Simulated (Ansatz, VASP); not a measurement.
# TiN: VASP beside Ansatz

```xyz
2
Lattice="0.0000 2.1149 2.1149 2.1149 0.0000 2.1149 2.1149 2.1149 0.0000" Properties=species:S:1:pos:R:3 pbc="T T T"
Ti    0.0000    0.0000    0.0000
N     2.1149    2.1149    2.1149
```

Change from the starting cell: volume scaled by 0.99.

Alike in both runs: task single point; functional PBE; k mesh 13 × 13 × 13; occupations fermi-dirac, width 0.05 eV; no spin polarisation.

|  | VASP | Ansatz |
| --- | --- | --- |
| version | VASP 6.6.1 | Ansatz 0.2.0 |
| potentials or method | VASP PAW PBE potentials, release 64 (Ti_sv, N), cutoff 520 eV | all-electron LAPW, scalar-relativistic |

Ansatz gave:

| Item | Value |
| --- | --- |
| pressure (GPa) | 3.4 |

Problem. Which values does VASP return?

Solution. Pressure (GPa): 3.9.

Ansatz ran all-electron here, and VASP with PAW potentials.
